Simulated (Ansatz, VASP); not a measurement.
## RbCdCO3F: VASP beside Ansatz

```
Rb Cd C O F
1.0
     5.08408    0.00000    0.00000
    -2.54204    4.40295    0.00000
     0.00000    0.00000    4.56319
Rb Cd C O F
1 1 1 3 1
Direct
  0.00000 0.00000 0.00000
  0.66667 0.33333 0.50000
  0.33333 0.66667 0.50000
  0.18772 0.37545 0.50000
  0.18772 0.81228 0.50000
  0.62455 0.81228 0.50000
  0.66667 0.33333 0.00000
```

Alike in both runs: functional r2SCAN; k mesh 6 × 6 × 6; occupations gaussian, width 0.02 eV; no spin polarisation.

Ansatz relaxed the structure, and its values are those at the end. VASP's run is a single point on that final structure, the one shown.

```csv
,VASP,Ansatz
version,VASP 6.6.1,Ansatz 0.2.0
potentials or method,"VASP PAW PBE potentials, release 64 (Rb_sv, Cd, C, O, F), cutoff 520 eV","scalar-relativistic, plane waves, PAW"
valence electrons in the cell,50,58
```

|  | VASP | Ansatz | Ansatz less VASP |
| --- | --- | --- | --- |
| gap on the k mesh at the Fermi level (eV) | 2.40 | 2.43 | +0.033 |
| least direct gap on the mesh (eV) | 2.40 | 2.43 | +0.033 |
| pressure (GPa) | 1.0 | 0.0 | -1.00 |
| rms of the force components (eV/Å) | 0.137 | 0.000 | -0.1365 |

VASP's potentials were made for PBE, not for r2SCAN. One of these differences is far larger than is usual between the two programs; its cause wasn't traced. With one functional, cell and mesh, what is left measures potentials, basis and numerics. VASP's potentials hold 50 valence electrons a cell and Ansatz's 58, so a difference there can come from the potentials and not from the codes.
